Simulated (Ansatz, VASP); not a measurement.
# Two plane-wave programs on Si

```
CELL_PARAMETERS angstrom
3.83132 0.00000 0.00000
-1.91566 3.31802 0.00000
0.00000 0.00000 6.33262
ATOMIC_POSITIONS crystal
Si 0.66667 0.33333 0.93699
Si 0.33333 0.66667 0.43699
Si 0.66667 0.33333 0.56301
Si 0.33333 0.66667 0.06301
```

Alike in both runs: functional PBEsol-based screened hybrid with a share of 0.25 of exact exchange and HFSCREEN = 0.207; k mesh 4 × 4 × 2; occupations fermi-dirac, width 0.05 eV; no spin polarisation.

|  | VASP | Ansatz |
| --- | --- | --- |
| version | VASP 6.6.1 | Ansatz 0.2.0 |
| potentials or method | VASP PAW PBE potentials, release 64 (Si) | Ansatz PAW |
| plane-wave cutoff (eV) | 520 | 420 |
| valence electrons in the cell | 16 | 16 |
| task | single point | band structure |

```csv
,VASP,Ansatz,Ansatz less VASP
gap on the k mesh at the Fermi level (eV),0.93,0.92,-0.009
least direct gap on the mesh (eV),1.68,1.67,-0.008
pressure (GPa),-1.1,-0.9,+0.20
"traceless stress, the component that is largest in VASP (GPa)",-0.77,-0.75,+0.021
rms of the force components (eV/Å),0.051,0.051,-0.0003
```

VASP's potentials were made for PBE, not for PBEsol-based screened hybrid. Atom by atom the forces differ by 0.000 eV/Å (rms over components). With one functional, cell and mesh, what is left measures potentials, basis and numerics.

The k mesh is coarse, so the values compare programs but aren't converged.
